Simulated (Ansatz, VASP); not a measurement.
This is a calculation of Cd for Ansatz 0.2.0.

The input input.yaml:

```yaml
crystal:
  lattice:
    - [2.97887, 0.0, 0.0]
    - [-1.489435, 2.5797770946, 0.0]
    - [0.0, 0.0, 5.61765]
  atoms:
    - { symbol: Cd, position: [0.655878, 0.329479, 0.761267] }
    - { symbol: Cd, position: [0.312148, 0.681119, 0.257997] }
kpoints:
  mp_grid: { grid: [10, 10, 5] }
scf:
  occupations: { method: fermi_dirac, width: 0.05 }
hamiltonian:
  xc: pbesol
  pseudopotentials: { kind: all_electron, lapw: { basis_error: 0.001 } }
output:
  forces: true
  stress: true
  eigenvalues: true
  populations: true
```

Potentials or basis: all-electron LAPW, scalar-relativistic.

The run is started by

```bash
$ ansatz run input.yaml --threads 1 --pin off --max-ram 3072MiB --backend cpu --events-out ev --progress --plain --runs-dir out
```

Task: Set up the same calculation for VASP 6.6.1. Potentials there: VASP PAW PBE potentials, release 64 (Cd).

Result: As run (the cutoff follows the program's own potentials):

Contents of INCAR:

```
SYSTEM = Cd
PREC = Accurate
ENCUT = 520
EDIFF = 1E-7
ISMEAR = -1
SIGMA = 0.05
LREAL = .FALSE.
LASPH = .TRUE.
NELM = 60
ALGO = Fast
ISIF = 2
LWAVE = .FALSE.
LCHARG = .FALSE.
GGA = PS
NBANDS = 19
```

The input KPOINTS:

```
regular mesh
0
G
  10 10 5
  0 0 0
```

POSCAR

```
Cd
1.0
    2.9788700000      0.0000000000      0.0000000000
   -1.4894350000      2.5797770946      0.0000000000
    0.0000000000      0.0000000000      5.6176500000
Cd
2
Direct
    0.6558780000      0.3294790000      0.7612670000
    0.3121480000      0.6811190000      0.2579970000
```

Potentials or basis: VASP PAW PBE potentials, release 64 (Cd).

Command:

```sh
$ cat potpaw_PBE.64/Cd/POTCAR > POTCAR
$ mpirun -np 1 vasp_std > vasp.out
```

Both were run:

|  | VASP | Ansatz | Ansatz less VASP |
| --- | --- | --- | --- |
| gap on the k mesh at the Fermi level (eV) | none | none | - |
| pressure (GPa) | -1.2 | -1.6 | -0.38 |
| traceless stress, the component that is largest in VASP (GPa) | -0.54 | -0.40 | +0.142 |
| rms of the force components (eV/Å) | 0.020 | 0.019 | -0.0007 |

VASP's potentials were made for PBE, not for PBEsol. Atom by atom the forces differ by 0.001 eV/Å (rms over components). A gap of «none» marks a metal or a gap that the smearing closes. Ansatz ran all-electron here, and VASP with PAW potentials.
